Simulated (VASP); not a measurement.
The system is MnO2.

```
Mn O
1.0
     2.85658    0.00000    0.00000
    -1.42829    2.47387    0.00000
     0.00000    0.00000    4.60137
Mn O
1 2
Direct
  0.00000 0.00000 0.50000
  0.33333 0.66667 0.70629
  0.66667 0.33333 0.29371
```

| Item | Value |
| --- | --- |
| Program | VASP 6.6.1 |
| Task | relaxation of cell and atoms |
| Functional | LDA |
| Potentials or basis | VASP PAW LDA potentials, release 64 (Mn_pv, O) |
| Cutoff | 600 eV |
| k mesh | 11 × 11 × 6 |
| Occupations | fermi-dirac, width 0.05 eV |
| Spin | collinear spin, ferromagnetic start |
| Starting moments | [4.0, 0.0, 0.0] μB |

At the start: pressure -8.1 GPa; volume 10.84 Å³/atom.

Problem. How do energy, volume and symmetry change on relaxing?

Solution. Over 15 steps the energy falls by 14.0 meV/atom and the volume is 9.90 Å³/atom (-8.6 %); space group P-3m1 (No. 164, to 0.1 Å) before and after; moment 2.99 μB per cell.

Step by step:
```tsv
step	energy change (eV)	largest force (eV/Å)	pressure (GPa)	volume (Å³)
1	0.0000	0.4623	-8.12	32.52
2	0.0583	1.3010	15.04	30.00
3	-0.0305	0.1358	-0.52	31.55
4	-0.0305	0.1485	-0.36	31.53
5	-0.0321	0.0900	-0.29	31.40
6	-0.0330	0.0029	-0.15	31.20
7	-0.0346	0.0030	-0.18	31.03
8	-0.0387	0.0174	-0.26	30.53
9	-0.0419	0.0413	0.02	29.53
10	-0.0420	0.0336	-0.06	29.72
11	-0.0420	0.0356	-0.03	29.68
12	-0.0417	0.0995	0.74	29.69
13	-0.0421	0.0069	0.19	29.68
14	-0.0418	0.0281	-0.84	29.82
15	-0.0421	0.0004	-0.01	29.71
```

Final structure:
```
Mn O
1.0
     2.81743    0.00000    0.00000
    -1.40872    2.43997    0.00000
     0.00000    0.00000    4.32149
Mn O
1 2
Direct
  0.00000 0.00000 0.50000
  0.33333 0.66667 0.71794
  0.66667 0.33333 0.28206
```

Caveat: a cell with one magnetic atom can't hold antiferromagnetic order, which such compounds often take.
